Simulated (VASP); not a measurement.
Input of a VASP 6.6.1 run:

Contents of INCAR:

```
SYSTEM = SrLi4CaSi2
  ALGO = Normal
  EDIFF = 1E-6
  ENCUT = 520
  GGA = PE
  ISIF = 2
  ISMEAR = 0
  LASPH = .True.
  LCHARG = .False.
  LREAL = .False.
  LWAVE = .False.
  NBANDS = 30
  NELM = 60
  PREC = Accurate
  SIGMA = 0.1
```

KPOINTS

```
k-points
0
Gamma
  4 4 4
  0 0 0
```

File POSCAR:

```
SrLi4CaSi2
1.0
    4.7422639286      0.0000000000      0.0000000000
    0.0000000000      4.7422639286      0.0000000000
    0.0000000000      0.0000000000      6.6507208386
Li Sr Ca Si
4 1 1 2
Direct
    0.5000000000      0.0000000000      0.2568790000
    0.0000000000      0.5000000000      0.7431210000
    0.5000000000      0.5000000000      0.0000000000
    0.0000000000      0.0000000000      0.5000000000
    0.0000000000      0.0000000000      0.0000000000
    0.5000000000      0.5000000000      0.5000000000
    0.5000000000      0.0000000000      0.7423170000
    0.0000000000      0.5000000000      0.2576830000
```

Potentials or basis: VASP PAW PBE potentials, release 64 (Li_sv, Sr_sv, Ca_sv, Si).

Run with:

```bash
$ cat potpaw_PBE.64/Li_sv/POTCAR potpaw_PBE.64/Sr_sv/POTCAR potpaw_PBE.64/Ca_sv/POTCAR potpaw_PBE.64/Si/POTCAR > POTCAR
$ mpirun -np 1 vasp_std > vasp.out
```

Question: What does it give for the band gap on the k mesh?

Answer: 0.42 eV, indirect (least direct gap 0.61 eV).

Question: What does it give for the largest force?

Answer: 0.209 eV/Å.

Forces in eV/Å, atoms in the order of the input:
```
Li   0.000  0.000  0.126
Li   0.000  0.000 -0.126
Li   0.000  0.000  0.000
Li   0.000  0.000  0.000
Sr   0.000  0.000  0.000
Ca   0.000  0.000  0.000
Si   0.000  0.000 -0.209
Si   0.000  0.000  0.209
```

Caveat: the cell differs from its parent crystal (Na replaced by Li, lengths x 0.927, strained). A k mesh can miss the band edges.
